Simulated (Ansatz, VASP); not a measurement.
**Two plane-wave programs on C**

```xyz
4
Lattice="1.2280 -2.1271 0.0000 1.2280 2.1271 0.0000 0.0000 0.0000 7.1733" Properties=species:S:1:pos:R:3 pbc="T T T"
C     1.2280    1.7724    5.4025
C     1.2280   -0.3547    1.7708
C     1.2280   -1.7724    1.7708
C     1.2280    0.3547    5.4025
```

Alike in both runs: task single point; functional LDA; k mesh 18 × 18 × 6; occupations gaussian, width 0.1 eV; no spin polarisation.

|  | VASP | Ansatz |
| --- | --- | --- |
| version | VASP 6.6.1 | Ansatz 0.2.0 |
| potentials or method | VASP PAW LDA potentials, release 64 (C), cutoff 520 eV | scalar-relativistic, plane waves, PAW |
| valence electrons in the cell | 16 | 16 |

```tsv
	VASP	Ansatz	Ansatz less VASP
gap on the k mesh at the Fermi level (eV)	0.02	0.02	0.000
least direct gap on the mesh (eV)	0.02	0.02	0.000
pressure (GPa)	-3.2	-3.9	-0.74
traceless stress, the component that is largest in VASP (GPa)	1.94	2.82	+0.874
rms of the force components (eV/Å)	0.015	0.015	0.0000
```

LDA's correlation is that of Perdew and Zunger in VASP and of Perdew and Wang (1992) in Ansatz. Atom by atom the forces differ by 0.000 eV/Å (rms over components).
